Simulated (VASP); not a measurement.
A run of VASP 6.6.1 is set up as follows.

The input INCAR:

```
PREC = Accurate ; ENCUT = 520
EDIFF = 1E-7 ; ISMEAR = 0
SIGMA = 0.02 ; LREAL = False
LASPH = True ; NELM = 100
ALGO = Normal ; ISIF = 2
LWAVE = False ; LCHARG = True
GGA = PS ; IVDW = 12
LELF = True ; LVHAR = True
NBANDS = 35
```

The input KPOINTS:

```
Automatic mesh
0
Gamma
  12 12 2
```

File POSCAR:

```
WSe2
1.0
    3.2308827662      0.0000000000      0.0000000000
   -1.6154413831      2.7980265521      0.0000000000
    0.0000000000      0.0000000000     12.4170369260
W Se
2 4
Direct
    0.6666666667      0.3333333333      0.2499165697
    0.3333333333      0.6666666667      0.7500834303
    0.3333333333      0.6666666667      0.3852930382
    0.6666666667      0.3333333333      0.8854497824
    0.3333333333      0.6666666667      0.1145502176
    0.6666666667      0.3333333333      0.6147069618
```

Potentials or basis: VASP PAW PBE potentials, release 64 (W_sv, Se).

Run with:

```console
$ cat potpaw_PBE.64/W_sv/POTCAR potpaw_PBE.64/Se/POTCAR > POTCAR
$ mpirun -np 1 vasp_std > vasp.out
```

(1) Estimate the dispersion energy per atom.

(2) Estimate the band gap on the k mesh.

Answers

(1) -0.476 eV.

(2) 0.70 eV (least direct gap 1.65 eV).

Caveat: spin-orbit coupling is left out, which moves the levels of the heavy elements.
